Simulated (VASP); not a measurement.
# InSb5 (P4/mmm) in VASP: a series of runs

InSb5 is run at these levels: PBE; tasks: single point, relaxation of cell and atoms.

Everything below comes from runs of VASP 6.6.1. Logs are shortened: lines on timing, memory, paths and dates and some standing lists are left out, and cuts for length are marked.

## (1) The cell of the first run

It takes space group P4/mmm (No. 123, tetragonal). Conventional cell: a = 3.377 Å, b = 3.377 Å, c = 14.503 Å, α = 90.00°, β = 90.00°, γ = 90.00°. In (site symmetry 4/mmm) has 4 In at 3.38 Å and 8 Sb at 3.46 Å within 4.4 Å. Sb (site symmetry 4mm) has 12 Sb at 3.36 to 3.38 Å within 4.4 Å. Sb (site symmetry 4mm) has 8 Sb at 3.36 to 3.38 Å and 4 In at 3.46 Å within 4.4 Å. Sb (site symmetry 4/mmm) has 12 Sb at 3.37 to 3.38 Å within 4.4 Å.

The cell was built from a structure type or drawn by symmetry, and may not be a known phase.

## (2) Single point, PBE

The input, INCAR:

```
  PREC = Accurate
  ENCUT = 520
  EDIFF = 1E-7
  ISMEAR = 0
  SIGMA = 0.1
  LREAL = F
  LASPH = T
  NELM = 80
  ALGO = Normal
  ISIF = 2
  LWAVE = F
  LCHARG = F
  GGA = PE
  NBANDS = 28
```

The input, KPOINTS:

```
Automatic mesh
0
Gamma
  6 6 2
```

The input, POSCAR:

```
InSb5
1.0
    3.3769822534      0.0000000000      0.0000000000
    0.0000000000      3.3769822534      0.0000000000
    0.0000000000      0.0000000000     14.5034454857
In Sb
1 5
Direct
    0.5000000000      0.5000000000      0.0000000000
    0.5000000000      0.5000000000      0.3364254174
    0.5000000000      0.5000000000      0.6635745826
    0.0000000000      0.0000000000      0.1730227093
    0.0000000000      0.0000000000      0.8269772907
    0.0000000000      0.0000000000      0.5000000000
```

Potentials or basis: VASP PAW PBE potentials, release 64 (In_d, Sb).

The run is started by

```bash
> cat potpaw_PBE.64/In_d/POTCAR potpaw_PBE.64/Sb/POTCAR > POTCAR
> mpirun -np 1 vasp_std > vasp.out
```

OUTCAR:

```text
PREC = Accurate
   ENCUT = 520
   EDIFF = 1E-7
   ISMEAR = 0
   LREAL = F
   LASPH = T
   NELM = 80
   ISIF = 2
   GGA = PE

 ion  position               nearest neighbor table
   1  0.500  0.500  0.000-   4 3.46   5 3.46   4 3.46   5 3.46   4 3.46   5 3.46   4 3.46   5 3.46

   2  0.500  0.500  0.336-   4 3.36   4 3.36   4 3.36   4 3.36   6 3.37   6 3.37   6 3.37   6 3.37

   3  0.500  0.500  0.664-   5 3.36   5 3.36   5 3.36   5 3.36   6 3.37   6 3.37   6 3.37   6 3.37

   4  0.000  0.000  0.173-   2 3.36   2 3.36   2 3.36   2 3.36   1 3.46   1 3.46   1 3.46   1 3.46

   5  0.000  0.000  0.827-   3 3.36   3 3.36   3 3.36   3 3.36   1 3.46   1 3.46   1 3.46   1 3.46

   6  0.000  0.000  0.500-   2 3.37   3 3.37   2 3.37   3 3.37   2 3.37   3 3.37   2 3.37   3 3.37

  LATTYP: Found a simple tetragonal cell.
 ALAT       =     3.3769822534
 C/A-ratio  =     4.2947947005

  Lattice vectors:

 A1 = (   3.3769822534,   0.0000000000,   0.0000000000)
 A2 = (   0.0000000000,   3.3769822534,   0.0000000000)
 A3 = (   0.0000000000,   0.0000000000,  14.5034454857)

Analysis of symmetry for initial positions (statically):
=====================================================================
 Subroutine PRICEL returns:
 Original cell was already a primitive cell.

 Routine SETGRP: Setting up the symmetry group for a
 simple tetragonal supercell.

 Subroutine GETGRP returns: Found 16 space group operations
 (whereof 16 operations were pure point group operations)
 out of a pool of 16 trial point group operations.

The static configuration has the point symmetry D_4h.

Analysis of symmetry for dynamics (positions and initial velocities):
=====================================================================
 Subroutine PRICEL returns:
 Original cell was already a primitive cell.

 Routine SETGRP: Setting up the symmetry group for a
 simple tetragonal supercell.

 Subroutine GETGRP returns: Found 16 space group operations
 (whereof 16 operations were pure point group operations)
 out of a pool of 16 trial point group operations.

The dynamic configuration has the point symmetry D_4h.

 Subroutine INISYM returns: Found 16 space group operations
 (whereof 16 operations are pure point group operations),
 and found     1 'primitive' translations

----------------------------------------------------------------------------------------

                                     Primitive cell

  volume of cell :     165.3974

  direct lattice vectors                    reciprocal lattice vectors
     3.376982253  0.000000000  0.000000000     0.296122373  0.000000000  0.000000000
     0.000000000  3.376982253  0.000000000     0.000000000  0.296122373  0.000000000
     0.000000000  0.000000000 14.503445486     0.000000000  0.000000000  0.068949134

  length of vectors
     3.376982253  3.376982253 14.503445486     0.296122373  0.296122373  0.068949134

  position of ions in fractional coordinates (direct lattice)
     0.500000000  0.500000000  0.000000000
     0.500000000  0.500000000  0.336425417
     0.500000000  0.500000000  0.663574583
     0.000000000  0.000000000  0.173022709
     0.000000000  0.000000000  0.826977291
     0.000000000  0.000000000  0.500000000

  ion indices of the primitive-cell ions
   primitive index   ion index
                 1           1
                 2           2
                 3           3
                 4           4
                 5           5
                 6           6

----------------------------------------------------------------------------------------

 KPOINTS: Automatic mesh

Automatic generation of k-mesh.
 Grid dimensions read from file:
 generate k-points for:    6    6    2

 Generating k-lattice:

  Cartesian coordinates                     Fractional coordinates (reciprocal lattice)
     0.049353729  0.000000000  0.000000000     0.166666667  0.000000000  0.000000000
     0.000000000  0.049353729  0.000000000     0.000000000  0.166666667  0.000000000
     0.000000000  0.000000000  0.034474567     0.000000000  0.000000000  0.500000000

  Length of vectors
     0.049353729  0.049353729  0.034474567

  Shift w.r.t. Gamma in fractional coordinates (k-lattice)
     0.000000000  0.000000000  0.000000000

 Subroutine IBZKPT returns following result:
 ===========================================

 Found     20 irreducible k-points:

 Following reciprocal coordinates:
            Coordinates               Weight
  0.000000  0.000000  0.000000      1.000000
  0.166667  0.000000  0.000000      4.000000
  0.333333  0.000000  0.000000      4.000000
  0.500000  0.000000  0.000000      2.000000
  0.166667  0.166667  0.000000      4.000000
  0.333333  0.166667  0.000000      8.000000
[... 12 lines left out ...]
  0.500000  0.333333  0.500000      4.000000
  0.500000  0.500000  0.500000      1.000000
   k-points           NKPTS =     20   k-points in BZ     NKDIM =     20   number of bands    NBANDS=     28
   number of dos      NEDOS =    301   number of ions     NIONS =      6
   total plane-waves  NPLWV =  84672
   dimension x,y,z NGX =    28 NGY =   28 NGZ =  108
   dimension x,y,z NGXF=    56 NGYF=   56 NGZF=  216
   ions per type =               1   5
   NGX,Y,Z   is equivalent  to a cutoff of  13.78, 13.78, 12.38 a.u.
   NGXF,Y,Z  is equivalent  to a cutoff of  27.57, 27.57, 24.76 a.u.
 SYSTEM =  unknown system
   PREC   = accura    normal or accurate (medium, high low for compatibility)
   ISTART =      0    job   : 0-new  1-cont  2-samecut
   ICHARG =      2    charge: 1-file 2-atom 10-const
   ISPIN  =      1    spin polarized calculation?
   LNONCOLLINEAR =      F non collinear calculations
   LSORBIT =      F    spin-orbit coupling
   LASPH  =      T    aspherical Exc in radial PAW
   ENCUT  =  520.0 eV  38.22 Ry    6.18 a.u.   6.28  6.28 26.97*2*pi/ulx,y,z
   NELM   =     80;   NELMIN=  2; NELMDL= -5     # of ELM steps
   EDIFF  = 0.1E-06   stopping-criterion for ELM
   LREAL  =      F    real-space projection
   EDIFFG = 0.1E-05   stopping-criterion for IOM
   NSW    =      0    number of steps for IOM
   IBRION =     -1    ionic relax: 0-MD 1-quasi-New 2-CG
   NFREE  =      0    steps in history (QN), initial steepest desc. (CG)
   ISIF   =      2    stress and relaxation
   ISYM   =      2    0-nonsym 1-usesym 2-fastsym
   POTIM  = 0.5000    time-step for ionic-motion
   TEBEG  =    0.0;   TEEND  =   0.0 temperature during run
   PSTRESS=    0.0 pullay stress
   NELECT =      38.0000    total number of electrons
   NUPDOWN=      -1.0000    fix difference up-down
   EMIN   =  10.00;   EMAX   =-10.00  energy-range for DOS
   EFERMI =   0.00;   METHOD = LEGACY
   ISMEAR =     0;   SIGMA  =   0.10  broadening in eV -4-tet -1-fermi 0-gaus
   EFERMI_NEDOS =   21; number of points for ismear=-14 and -15
   IALGO  =     38    algorithm
   IMIX   =      4    mixing-type and parameters
     AMIX     =   0.40;   BMIX     =  1.00
     AMIX_MAG =   1.60;   BMIX_MAG =  1.00
  volume/ion in A,a.u.               =      27.57       186.03
  Fermi-wavevector in a.u.,A,eV,Ry     =   1.002674  1.894779 13.678689  1.005355
  Thomas-Fermi vector in A             =   2.135177
   LORBIT       =      0    0 simple, 1 ext, 2 COOP (PROOUT), +10 PAW based schemes
   GGA     = PE    functional components
   LHFCALC =     F    Hartree Fock is set to
   AEXX    =    0.0000 exact exchange contribution
   IVDW    =     0    specifies the selected vdW correction
   LEPSILON=     F    determine dielectric tensor
   LRPA    =     F    only Hartree local field effects (RPA)
 non-spin polarized calculation
 Gauss-broadening in eV      SIGMA  =   0.10
  energy-cutoff  :      520.00
  volume of cell :      165.40
 maximum number of plane-waves:      4496
 NGX is ok and might be reduce to    28
   NGX = 13   NGY = 13   NGZ = 53

 number of electron      37.9999997 magnetization

 Free energy of the ion-electron system (eV)
  ---------------------------------------------------
  ext. energy  EPLUGINS =         0.00000000
  ---------------------------------------------------
  free energy    TOTEN  =       -21.88400712 eV

  energy without entropy =      -21.87352818  energy(sigma->0) =      -21.87876765

 E-fermi :   8.1192     XC(G=0): -10.1042

 val. band max:        8.0579833800   @ k =   0.5000   0.5000   0.5000
 cond. band min:       8.1722626459   @ k =   0.5000   0.3333   0.0000
 fundamental gap:      0.1142792659
 Fermi energy:         8.1191609091

 k-point     1 :       0.0000    0.0000    0.0000
  band No.  band energies     occupation
      1      -6.6030      2.00000
      2      -6.4710      2.00000
      3      -6.3340      2.00000
      4      -6.3340      2.00000
      5      -6.2851      2.00000
      6      -4.7017      2.00000
[... 20 lines left out ...]
     27      12.3900      0.00000
     28      12.7276      0.00000

 k-point     2 :       0.1667    0.0000    0.0000
  band No.  band energies     occupation
      1      -6.5620      2.00000
      2      -6.4409      2.00000
      3      -6.3712      2.00000
      4      -6.3311      2.00000
      5      -6.3077      2.00000
      6      -4.3414      2.00000
[... 20 lines left out ...]
     27      12.7611      0.00000
     28      13.0187      0.00000

 k-point     3 :       0.3333    0.0000    0.0000
  band No.  band energies     occupation
      1      -6.5191      2.00000
      2      -6.4413      2.00000
      3      -6.3523      2.00000
      4      -6.3418      2.00000
      5      -6.3253      2.00000
      6      -3.2816      2.00000
[... 20 lines left out ...]
     27      12.4926      0.00000
     28      12.9590      0.00000

 k-point     4 :       0.5000    0.0000    0.0000
  band No.  band energies     occupation
      1      -6.5079      2.00000
      2      -6.4747      2.00000
      3      -6.3744      2.00000
      4      -6.3225      2.00000
      5      -6.2822      2.00000
      6      -1.6741      2.00000
[... 20 lines left out ...]
     27      11.6501      0.00000
     28      11.8839      0.00000

 k-point     5 :       0.1667    0.1667    0.0000
  band No.  band energies     occupation
      1      -6.5050      2.00000
      2      -6.4260      2.00000
      3      -6.3727      2.00000
      4      -6.3596      2.00000
      5      -6.3337      2.00000
      6      -3.9816      2.00000
[... 20 lines left out ...]
     27      12.5591      0.00000
     28      13.7422      0.00000

 k-point     6 :       0.3333    0.1667    0.0000
  band No.  band energies     occupation
      1      -6.4504      2.00000
      2      -6.4335      2.00000
      3      -6.3853      2.00000
      4      -6.3559      2.00000
      5      -6.3362      2.00000
      6      -2.9251      2.00000
[... 339 lines left out ...]
      5      -6.2734      2.00000
      6      -1.3338      2.00000
[... 20 lines left out ...]
     27      11.1285      0.00000
     28      11.6874      0.00000

 k-point    18 :       0.3333    0.3333    0.5000
  band No.  band energies     occupation
      1      -6.4495      2.00000
      2      -6.4227      2.00000
      3      -6.4112      2.00000
      4      -6.3439      2.00000
      5      -6.2934      2.00000
      6      -1.8717      2.00000
[... 20 lines left out ...]
     27       9.8255      0.00000
     28      11.0353      0.00000

 k-point    19 :       0.5000    0.3333    0.5000
  band No.  band energies     occupation
      1      -6.4806      2.00000
      2      -6.4465      2.00000
      3      -6.4091      2.00000
      4      -6.3332      2.00000
      5      -6.2293      2.00000
      6      -0.3921      2.00000
[... 20 lines left out ...]
     27       9.8649      0.00000
     28      10.3416      0.00000

 k-point    20 :       0.5000    0.5000    0.5000
  band No.  band energies     occupation
      1      -6.5146      2.00000
      2      -6.4374      2.00000
      3      -6.4374      2.00000
      4      -6.3073      2.00000
      5      -6.1786      2.00000
      6       0.4453      2.00000
[... 20 lines left out ...]
     27       8.9729      0.00000
     28       8.9729      0.00000

------------------------ aborting loop because EDIFF is reached ----------------------------------------

  FORCE on cell =-STRESS in cart. coord.  units (eV):
  Direction    XX          YY          ZZ          XY          YZ          ZX
  --------------------------------------------------------------------------------------
  -------------------------------------------------------------------------------------
  Total       -0.2414804     -0.2414804     -0.1514580      0.0000000      0.0000000      0.0000000
  in kB       -2.3391800     -2.3391800     -1.4671481      0.0000000      0.0000000      0.0000000
  external PRESSURE =      -2.0485027 kB  Pullay stress =       0.0000000 kB

 VOLUME and BASIS-vectors are now :
 -----------------------------------------------------------------------------
  energy-cutoff  :      520.00
  volume of cell :      165.40
      direct lattice vectors                 reciprocal lattice vectors
     3.376982253  0.000000000  0.000000000     0.296122373  0.000000000  0.000000000
     0.000000000  3.376982253  0.000000000     0.000000000  0.296122373  0.000000000
     0.000000000  0.000000000 14.503445486     0.000000000  0.000000000  0.068949134

 POSITION                                       TOTAL-FORCE (eV/Angst)
 -----------------------------------------------------------------------------------
      1.68849      1.68849      0.00000         0.000000      0.000000      0.000000
      1.68849      1.68849      4.87933         0.000000      0.000000     -0.016312
      1.68849      1.68849      9.62412         0.000000     -0.000000      0.016312
      0.00000      0.00000      2.50943        -0.000000      0.000000      0.024664
      0.00000      0.00000     11.99402         0.000000      0.000000     -0.024664
      0.00000      0.00000      7.25172         0.000000      0.000000      0.000000
 -----------------------------------------------------------------------------------
    total drift:                                0.000000      0.000000     -0.000000

  FREE ENERGIE OF THE ION-ELECTRON SYSTEM (eV)
  ---------------------------------------------------
  free  energy   TOTEN  =       -21.8840071175 eV

  energy  without entropy=      -21.8735281845  energy(sigma->0) =      -21.87876765
```

It took 2 min on 1 thread of Intel Xeon Platinum 8259CL at 2.50GHz (Skylake/Cascade Lake), shared host; peak memory 0.31 GiB.

What came out:

```
Free energy            : -21.8840 eV
Pressure               : -0.2 GPa
Largest force          : 0.025 eV/Å
Band gap on the k mesh : zero (bands 19 and 20 overlap by 3.58 eV)
```

Forces on the atoms (eV/Å):
```
In   0.000  0.000  0.000
Sb   0.000  0.000 -0.016
Sb   0.000  0.000  0.016
Sb   0.000  0.000  0.025
Sb   0.000  0.000 -0.025
Sb   0.000  0.000  0.000
```

Stress tensor (GPa, compression positive):
```
-0.23  0.00  0.00
 0.00 -0.23  0.00
 0.00  0.00 -0.15
```

Caveat: spin-orbit coupling is left out, which moves the levels of the heavy elements.

(Continued in part 2 of 2.)
